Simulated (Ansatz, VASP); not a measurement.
# Cd: VASP beside Ansatz

```
Cd
1.0
     2.90440    0.00000    0.00000
    -1.45220    2.51528    0.00000
     0.00000    0.00000    5.61765
Cd
2
Direct
  0.33333 0.66667 0.25000
  0.66667 0.33333 0.75000
```

Change from the starting cell: strain -0.025 along x and y, +0.000 along z, atoms carried along.

Alike in both runs: task single point; functional PBEsol; k mesh 18 × 18 × 8; occupations gaussian, width 0.15 eV; no spin polarisation.

```csv
,VASP,Ansatz
version,VASP 6.6.1,Ansatz 0.2.0
potentials or method,"VASP PAW PBE potentials, release 64 (Cd), cutoff 520 eV","scalar-relativistic, plane waves, PAW"
valence electrons in the cell,24,40
```

```csv
,VASP,Ansatz,Ansatz less VASP
gap on the k mesh at the Fermi level (eV),none,none,-
pressure (GPa),2.6,2.1,-0.49
"traceless stress, the component that is largest in VASP (GPa)",-1.50,-1.27,+0.221
```

VASP's potentials were made for PBE, not for PBEsol. A gap of «none» marks a metal or a gap that the smearing closes. The functional is the same, so the differences come from potentials, cutoffs and numerics. VASP's potentials hold 24 valence electrons a cell and Ansatz's 40, so a difference there can come from the potentials and not from the codes.
